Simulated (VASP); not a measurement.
# PtSe2 (P-3m1) in VASP: a series of runs

Aim: see how the results for PtSe2 move with the level of theory and the settings. Levels: PBEsol, r2SCAN+rVV10. Tasks: relaxation of cell and atoms, single point.

Everything below comes from runs of VASP 6.6.1. Logs are shortened: lines on timing, memory, paths and dates and some standing lists are left out, and cuts for length are marked.

**1. The cell of the first run**

It takes space group P-3m1 (No. 164, trigonal). The conventional cell has a = 3.724 Å, b = 3.724 Å, c = 5.062 Å, α = 90.00°, β = 90.00°, γ = 120.00°. Pt (site symmetry -3m) has 6 Se at 2.49 Å within 3.3 Å. Se (site symmetry 3m) has 3 Pt at 2.49 Å and 6 Se at 3.32 Å within 3.4 Å.

**2. Relaxation of cell and atoms, PBEsol**

INCAR reads:

```
SYSTEM = PtSe2
ALGO = Normal
EDIFF = 1E-7
EDIFFG = -0.01
ENCUT = 600
GGA = PS
IBRION = 2
ISIF = 3
ISMEAR = -1
LASPH = .True.
LCHARG = .False.
LREAL = .False.
LWAVE = .False.
NELM = 100
NSW = 60
PREC = Accurate
SIGMA = 0.05
```

KPOINTS reads:

```
k-points
0
Gamma
  8 8 5
  0 0 0
```

POSCAR reads:

```
PtSe2
1.0
    3.7240000000      0.0000000000      0.0000000000
   -1.8620000000      3.2250786037      0.0000000000
    0.0000000000      0.0000000000      5.0620000000
Pt Se
1 2
Direct
    0.0000000000      0.0000000000      0.0000000000
    0.6666666667      0.3333333333      0.7500000000
    0.3333333333      0.6666666667      0.2500000000
```

Potentials or basis: VASP PAW PBE potentials, release 64 (Pt, Se).

Command:

```
cat potpaw_PBE.64/Pt/POTCAR potpaw_PBE.64/Se/POTCAR > POTCAR
mpirun -np 1 vasp_std > vasp.out
```

OUTCAR:

```text
SYSTEM = PtSe2
   EDIFF = 1E-7
   EDIFFG = -0.01
   ENCUT = 600
   GGA = PS
   IBRION = 2
   ISIF = 3
   ISMEAR = -1
   LASPH = .True.
   LREAL = .False.
   NELM = 100
   NSW = 60
   PREC = Accurate

 ion  position               nearest neighbor table
   1  0.000  0.000  0.000-   2 2.49   3 2.49   2 2.49   3 2.49   2 2.49   3 2.49
   2  0.667  0.333  0.750-   1 2.49   1 2.49   1 2.49
   3  0.333  0.667  0.250-   1 2.49   1 2.49   1 2.49

  LATTYP: Found a hexagonal cell.
 ALAT       =     3.7240000000
 C/A-ratio  =     1.3592910849

  Lattice vectors:

 A1 = (   3.7240000000,   0.0000000000,   0.0000000000)
 A2 = (  -1.8620000000,   3.2250786037,   0.0000000000)
 A3 = (   0.0000000000,   0.0000000000,   5.0620000000)

Analysis of symmetry for initial positions (statically):
=====================================================================
 Subroutine PRICEL returns:
 Original cell was already a primitive cell.

 Routine SETGRP: Setting up the symmetry group for a
 hexagonal supercell.

 Subroutine GETGRP returns: Found 12 space group operations
 (whereof 12 operations were pure point group operations)
 out of a pool of 24 trial point group operations.

The static configuration has the point symmetry D_3d.

Analysis of symmetry for dynamics (positions and initial velocities):
=====================================================================
 Subroutine PRICEL returns:
 Original cell was already a primitive cell.

 Routine SETGRP: Setting up the symmetry group for a
 hexagonal supercell.

 Subroutine GETGRP returns: Found 12 space group operations
 (whereof 12 operations were pure point group operations)
 out of a pool of 24 trial point group operations.

The dynamic configuration has the point symmetry D_3d.

 Subroutine INISYM returns: Found 12 space group operations
 (whereof 12 operations are pure point group operations),
 and found     1 'primitive' translations

----------------------------------------------------------------------------------------

                                     Primitive cell

  volume of cell :      60.7956

  direct lattice vectors                    reciprocal lattice vectors
     3.724000000  0.000000000  0.000000000     0.268528464  0.155034981  0.000000000
    -1.862000000  3.225078604  0.000000000     0.000000000  0.310069962  0.000000000
     0.000000000  0.000000000  5.062000000     0.000000000  0.000000000  0.197550375

  length of vectors
     3.724000000  3.724000000  5.062000000     0.310069962  0.310069962  0.197550375

  position of ions in fractional coordinates (direct lattice)
     0.000000000  0.000000000  0.000000000
     0.666666667  0.333333333  0.750000000
     0.333333333  0.666666667  0.250000000

  ion indices of the primitive-cell ions
   primitive index   ion index
                 1           1
                 2           2
                 3           3

----------------------------------------------------------------------------------------

 KPOINTS: k-points

Automatic generation of k-mesh.
 Grid dimensions read from file:
 generate k-points for:    8    8    5

 Generating k-lattice:

  Cartesian coordinates                     Fractional coordinates (reciprocal lattice)
     0.033566058  0.019379373  0.000000000     0.125000000  0.000000000  0.000000000
     0.000000000  0.038758745  0.000000000     0.000000000  0.125000000  0.000000000
     0.000000000  0.000000000  0.039510075     0.000000000  0.000000000  0.200000000

  Length of vectors
     0.038758745  0.038758745  0.039510075

  Shift w.r.t. Gamma in fractional coordinates (k-lattice)
     0.000000000  0.000000000  0.000000000

 Subroutine IBZKPT returns following result:
 ===========================================

 Found     40 irreducible k-points:

 Following reciprocal coordinates:
            Coordinates               Weight
  0.000000  0.000000  0.000000      1.000000
  0.125000 -0.000000  0.000000      6.000000
  0.250000 -0.000000  0.000000      6.000000
  0.375000  0.000000  0.000000      6.000000
  0.500000 -0.000000  0.000000      3.000000
  0.125000  0.125000  0.000000      6.000000
[... 16 lines left out ...]
 -0.125000  0.500000  0.200000     12.000000
  0.250000  0.250000  0.200000     12.000000
 [... further k-points ...]
   k-points           NKPTS =     40   k-points in BZ     NKDIM =     40   number of bands    NBANDS=     15
   number of dos      NEDOS =    301   number of ions     NIONS =      3
   total plane-waves  NPLWV =  36000
   dimension x,y,z NGX =    30 NGY =   30 NGZ =   40
   dimension x,y,z NGXF=    60 NGYF=   60 NGZF=   80
   ions per type =               1   2
   NGX,Y,Z   is equivalent  to a cutoff of  13.39, 13.39, 13.14 a.u.
   NGXF,Y,Z  is equivalent  to a cutoff of  26.79, 26.79, 26.27 a.u.
 SYSTEM =  PtSe2
   PREC   = accura    normal or accurate (medium, high low for compatibility)
   ISTART =      0    job   : 0-new  1-cont  2-samecut
   ICHARG =      2    charge: 1-file 2-atom 10-const
   ISPIN  =      1    spin polarized calculation?
   LNONCOLLINEAR =      F non collinear calculations
   LSORBIT =      F    spin-orbit coupling
   LASPH  =      T    aspherical Exc in radial PAW
   ENCUT  =  600.0 eV  44.10 Ry    6.64 a.u.   7.44  7.44 10.11*2*pi/ulx,y,z
   NELM   =    100;   NELMIN=  2; NELMDL= -5     # of ELM steps
   EDIFF  = 0.1E-06   stopping-criterion for ELM
   LREAL  =      F    real-space projection
   EDIFFG = -.1E-01   stopping-criterion for IOM
   NSW    =     60    number of steps for IOM
   IBRION =      2    ionic relax: 0-MD 1-quasi-New 2-CG
   NFREE  =      1    steps in history (QN), initial steepest desc. (CG)
   ISIF   =      3    stress and relaxation
   ISYM   =      2    0-nonsym 1-usesym 2-fastsym
   POTIM  = 0.5000    time-step for ionic-motion
   TEBEG  =    0.0;   TEEND  =   0.0 temperature during run
   PSTRESS=    0.0 pullay stress
   NELECT =      22.0000    total number of electrons
   NUPDOWN=      -1.0000    fix difference up-down
   EMIN   =  10.00;   EMAX   =-10.00  energy-range for DOS
   EFERMI =   0.00;   METHOD = LEGACY
   ISMEAR =    -1;   SIGMA  =   0.05  broadening in eV -4-tet -1-fermi 0-gaus
   EFERMI_NEDOS =   21; number of points for ismear=-14 and -15
   IALGO  =     38    algorithm
   IMIX   =      4    mixing-type and parameters
     AMIX     =   0.40;   BMIX     =  1.00
     AMIX_MAG =   1.60;   BMIX_MAG =  1.00
  volume/ion in A,a.u.               =      20.27       136.76
  Fermi-wavevector in a.u.,A,eV,Ry     =   1.166608  2.204570 18.517184  1.360975
  Thomas-Fermi vector in A             =   2.303119
   LORBIT       =      0    0 simple, 1 ext, 2 COOP (PROOUT), +10 PAW based schemes
   GGA     = PS    functional components
   LHFCALC =     F    Hartree Fock is set to
   AEXX    =    0.0000 exact exchange contribution
   IVDW    =     0    specifies the selected vdW correction
   LEPSILON=     F    determine dielectric tensor
   LRPA    =     F    only Hartree local field effects (RPA)
 conjugate gradient relaxation of ions
 non-spin polarized calculation
  energy-cutoff  :      600.00
  volume of cell :       60.80
 maximum number of plane-waves:      2057
 NGX is ok and might be reduce to    30
   NGX = 15   NGY = 15   NGZ = 21

--------------------------------------- Ionic step        1  -------------------------------------------

 number of electron      22.0000000 magnetization

 Free energy of the ion-electron system (eV)
  ---------------------------------------------------
  ext. energy  EPLUGINS =         0.00000000
  ---------------------------------------------------
  free energy    TOTEN  =       -15.88836956 eV

  energy without entropy =      -15.88222013  energy(sigma->0) =      -15.88529485

------------------------ aborting loop because EDIFF is reached ----------------------------------------

  FORCE on cell =-STRESS in cart. coord.  units (eV):
  Direction    XX          YY          ZZ          XY          YZ          ZX
  --------------------------------------------------------------------------------------
  -------------------------------------------------------------------------------------
  Total        1.0288071      1.0288071      0.4863652      0.0000000     -0.0000000      0.0000000
  in kB       27.1126787     27.1126787     12.8174302      0.0000000     -0.0000000      0.0000000
  external PRESSURE =      22.3475958 kB  Pullay stress =       0.0000000 kB
[... 92 lines left out ...]
  FREE ENERGIE OF THE ION-ELECTRON SYSTEM (eV)
  ---------------------------------------------------
  free  energy   TOTEN  =       -15.8976194773 eV

  energy  without entropy=      -15.8914572279  energy(sigma->0) =      -15.89453835

[... ionic steps 4 to 9 ...]

--------------------------------------- Ionic step       10  -------------------------------------------

 number of electron      22.0000003 magnetization

------------------------ aborting loop because EDIFF is reached ----------------------------------------

  FORCE on cell =-STRESS in cart. coord.  units (eV):
  Direction    XX          YY          ZZ          XY          YZ          ZX
  --------------------------------------------------------------------------------------
  -------------------------------------------------------------------------------------
  Total       -0.0467360     -0.0467360     -0.1033985     -0.0000000     -0.0000000      0.0000000
  in kB       -1.2604630     -1.2604630     -2.7886421     -0.0000000     -0.0000000      0.0000000
  external PRESSURE =      -1.7698560 kB  Pullay stress =       0.0000000 kB
[... 59 lines left out ...]
  energy  without entropy=      -15.9073354322  energy(sigma->0) =      -15.90945654

--------------------------------------- Ionic step       12  -------------------------------------------

 number of electron      22.0000003 magnetization

 Free energy of the ion-electron system (eV)
  ---------------------------------------------------
  ext. energy  EPLUGINS =         0.00000000
  ---------------------------------------------------
  free energy    TOTEN  =       -15.91218715 eV

  energy without entropy =      -15.90796024  energy(sigma->0) =      -15.91007370

 E-fermi :   6.6489     XC(G=0): -10.9865

 val. band max:        6.5876842902   @ k =   0.3750   0.2500   0.0000
 cond. band min:       6.7405846068   @ k =  -0.1250   0.3750   0.2000
 fundamental gap:      0.1529003166
 Fermi energy:         6.6488686464

 k-point     1 :       0.0000    0.0000    0.0000
  band No.  band energies     occupation
      1      -9.1209      2.00000
      2      -6.0158      2.00000
      3      -0.5891      2.00000
      4       0.2817      2.00000
      5       0.2817      2.00000
      6       2.7598      2.00000
      7       2.7598      2.00000
      8       4.1248      2.00000
      9       5.5973      2.00000
     10       5.5973      2.00000
     11       7.3776      0.00000
     12       7.7640      0.00000
     13       7.7640      0.00000
     14       9.8602      0.00000
     15      10.6738      0.00000
[... 397 lines left out ...]
 k-point    24 :       0.2500    0.2500    0.2000
  band No.  band energies     occupation
      1      -7.4523      2.00000
      2      -6.8316      2.00000
      3      -0.0860      2.00000
      4       0.3772      2.00000
      5       0.8814      2.00000
      6       1.7670      2.00000
      7       2.0634      2.00000
      8       3.2901      2.00000
      9       3.5085      2.00000
     10       4.2494      2.00000
     11       5.1192      2.00000
     12       7.0062      0.00157
     13       8.0554      0.00000
     14      11.5668      0.00000
     15      13.6099      0.00000

 [... further k-points ...]
[... 5 lines left out ...]
  --------------------------------------------------------------------------------------
  -------------------------------------------------------------------------------------
  Total        0.0058710      0.0058710      0.0057505      0.0000000      0.0000000      0.0000000
  in kB        0.1585963      0.1585963      0.1553435      0.0000000      0.0000000      0.0000000
  external PRESSURE =       0.1575120 kB  Pullay stress =       0.0000000 kB
[... 18 lines left out ...]
  FREE ENERGIE OF THE ION-ELECTRON SYSTEM (eV)
  ---------------------------------------------------
  free  energy   TOTEN  =       -15.9121871535 eV

  energy  without entropy=      -15.9079602436  energy(sigma->0) =      -15.91007370

 reached required accuracy - stopping structural energy minimisation
```

It took 11 min on 1 thread of Intel Xeon 8259CL, shared host; peak memory 0.23 GiB.

Results:

| Item | Value |
| --- | --- |
| Free energy | -15.9122 eV |
| Relaxed volume | 19.77 Å³/atom |
| Relaxed cell | a = 3.758 Å, b = 3.758 Å, c = 4.848 Å, α = 90.00°, β = 90.00°, γ = 120.00° |
| Space group after relaxing (to 0.1 Å) | P-3m1 (No. 164) |
| Energy gained by relaxing | 7.9 meV/atom |
| Ionic steps | 12 |
| Pressure after relaxing | 0.0 GPa |
| Largest force after relaxing | 0.004 eV/Å |
| Band gap on the k mesh | zero (bands 11 and 12 overlap by 0.79 eV) |

Forces on the atoms (eV/Å):
```
Pt   0.000  0.000  0.000
Se   0.000  0.000  0.004
Se   0.000  0.000 -0.004
```

Step by step:
```csv
step,energy change (eV),largest force (eV/Å),pressure (GPa),volume (Å³)
1,0.0000,0.3560,2.23,60.80
2,0.0150,0.2829,-4.06,63.32
3,-0.0092,0.0997,-0.32,61.74
4,-0.0112,0.0936,-0.31,61.53
5,-0.0165,0.0707,-0.24,60.90
6,-0.0231,0.0007,0.05,59.64
7,-0.0233,0.0342,0.20,59.18
8,-0.0234,0.0227,0.15,59.32
9,-0.0227,0.0716,-0.84,59.58
10,-0.0237,0.0396,-0.18,59.41
11,-0.0232,0.0676,0.40,59.12
12,-0.0238,0.0037,0.02,59.31
```

Final structure:
```xyz
3
Lattice="3.7585 0.0000 0.0000 -1.8792 3.2550 0.0000 0.0000 0.0000 4.8480" Properties=species:S:1:pos:R:3 pbc="T T T"
Pt    0.0000    0.0000    0.0000
Se    1.8792    1.0850    3.5749
Se    0.0000    2.1700    1.2732
```

Caveat: the PAW data sets were made with another functional, which shifts forces and pressure a little; spin-orbit coupling is left out, which moves the levels of the heavy elements.

**3. Relaxation of cell and atoms, PBEsol**

INCAR reads:

```
ALGO = Normal
EDIFF = 1E-6
EDIFFG = -0.01
ENCUT = 600
GGA = PS
IBRION = 2
ISIF = 3
ISMEAR = -1
LASPH = T
LCHARG = F
LREAL = F
LWAVE = F
NELM = 60
NSW = 60
PREC = Accurate
SIGMA = 0.05
```

KPOINTS reads:

```
k-points
0
Gamma
  8 8 5
```

POSCAR is that of step 2.

Potentials or basis: VASP PAW PBE potentials, release 64 (Pt, Se).

Command:

```
cat potpaw_PBE.64/Pt/POTCAR potpaw_PBE.64/Se/POTCAR > POTCAR
mpirun -np 1 vasp_std > vasp.out
```

It took 8.1 min on 1 thread of Intel Xeon 8259CL, shared host; peak memory 0.23 GiB.

The run converged. Its results:

```
Free energy                           : -15.9122 eV
Relaxed volume                        : 19.77 Å³/atom
Relaxed cell                          : a = 3.759 Å, b = 3.759 Å, c = 4.847 Å, α = 90.00°, β = 90.00°, γ = 120.00°
Space group after relaxing (to 0.1 Å) : P-3m1 (No. 164)
Energy gained by relaxing             : 7.9 meV/atom
Ionic steps                           : 12
Pressure after relaxing               : 0.0 GPa
Largest force after relaxing          : 0.005 eV/Å
Band gap on the k mesh                : zero (bands 11 and 12 overlap by 0.79 eV)
```

Forces in eV/Å, atoms in the order of the input:
```
Pt   0.000  0.000  0.000
Se   0.000  0.000  0.005
Se   0.000  0.000 -0.005
```

Step by step:
```
step  energy change (eV)  largest force (eV/Å)  pressure (GPa)  volume (Å³)
   1              0.0000                0.3559            2.26        60.80
   2              0.0157                0.2868           -4.10        63.34
   3             -0.0092                0.1003           -0.31        61.74
   4             -0.0111                0.0938           -0.30        61.53
   5             -0.0164                0.0710           -0.24        60.91
   6             -0.0229                0.0019            0.04        59.67
   7             -0.0232                0.0390            0.23        59.14
   8             -0.0233                0.0239            0.18        59.32
   9             -0.0223                0.0868           -0.98        59.61
  10             -0.0236                0.0446           -0.20        59.41
  11             -0.0232                0.0607            0.34        59.12
  12             -0.0238                0.0052           -0.01        59.30
```

Final structure:
```xyz
3
Lattice="3.7587 0.0000 0.0000 -1.8794 3.2552 0.0000 0.0000 0.0000 4.8470" Properties=species:S:1:pos:R:3 pbc="T T T"
Pt    0.0000    0.0000    0.0000
Se    1.8794    1.0851    3.5738
Se    0.0000    2.1701    1.2732
```

Levels at points of the mesh, in eV from the Fermi level:
| k point | band 8 | band 9 | band 10 | band 11 | band 12 | band 13 | band 14 | band 15 |
| --- | --- | --- | --- | --- | --- | --- | --- | --- |
| (0.00, 0.00, 0.00) | -2.52 | -1.05 | -1.05 | 0.73 | 1.11 | 1.11 | 3.21 | 4.02 |
| (0.50, 0.00, 0.00) | -3.75 | -3.40 | -3.34 | -2.97 | 0.48 | 2.47 | 4.91 | 5.96 |

Caveat: the PAW data sets were made with another functional, which shifts forces and pressure a little; spin-orbit coupling is left out, which moves the levels of the heavy elements.

**4. Single point, r2SCAN+rVV10**

This run uses another cell than the first one, of 20.67 Å³/atom.

POSCAR reads:

```
PtSe2
1.0
    3.7486629704      0.0000000000      0.0000000000
   -1.8743314852      3.2464373626      0.0000000000
    0.0000000000      0.0000000000      5.0955241558
Pt Se
1 2
Direct
    0.0000000000      0.0000000000      0.0000000000
    0.6666666667      0.3333333333      0.7500000000
    0.3333333333      0.6666666667      0.2500000000
```

INCAR.step1 reads:

```
SYSTEM = PtSe2
ALGO = Normal
EDIFF = 1E-4
ENCUT = 520
GGA = PE
ISMEAR = -1
LASPH = .True.
LCHARG = .False.
LREAL = .False.
LWAVE = .True.
NBANDS = 18
NELM = 60
PREC = Accurate
SIGMA = 0.05
```

INCAR.step2 reads:

```
SYSTEM = PtSe2
ALGO = Normal
BPARAM = 11.95
CPARAM = 0.0093
EDIFF = 1E-6
ENCUT = 520
ISIF = 2
ISMEAR = -1
ISTART = 1
IVDW_NL = 2
LASPH = .True.
LCHARG = .False.
LMIXTAU = .True.
LREAL = .False.
LUSE_VDW = .True.
LWAVE = .False.
METAGGA = R2SCAN
NBANDS = 18
NELM = 60
PREC = Accurate
SIGMA = 0.05
```

KPOINTS reads:

```
k-points
0
Gamma
  8 8 5
  0 0 0
```

Command:

```
cat potpaw_PBE.64/Pt/POTCAR potpaw_PBE.64/Se/POTCAR > POTCAR
cp INCAR.step1 INCAR
mpirun -np 1 vasp_std > vasp.out
cp INCAR.step2 INCAR
mpirun -np 1 vasp_std > vasp.out
```

Run time: 8.1 min. Hardware: 1 thread of AMD EPYC 7R13, shared host; peak memory 0.3 GiB.

It converged, with:

```
Free energy            : -81.0085 eV
Pressure               : 1.2 GPa
Largest force          : 0.203 eV/Å
Band gap on the k mesh : zero (bands 11 and 12 overlap by 0.17 eV)
```

Forces in eV/Å, atoms in the order of the input:
```
Pt   0.000  0.000  0.000
Se   0.000  0.000 -0.203
Se   0.000  0.000  0.203
```

Stress tensor (GPa, compression positive):
```
0.95 0.00 0.00
0.00 0.95 0.00
0.00 0.00 1.78
```

Levels at points of the mesh, in eV from the Fermi level:
```csv
k point,band 8,band 9,band 10,band 11,band 12,band 13,band 14,band 15
"(0.00, 0.00, 0.00)",-2.78,-1.24,-1.24,0.29,1.42,1.42,3.94,4.50
"(0.50, 0.00, 0.00)",-3.76,-3.73,-3.66,-3.14,0.66,2.30,4.91,6.20
```

Caveat: the PAW data sets were made with another functional, which shifts forces and pressure a little; spin-orbit coupling is left out, which moves the levels of the heavy elements.

(Part 1 of 2 ends here.)
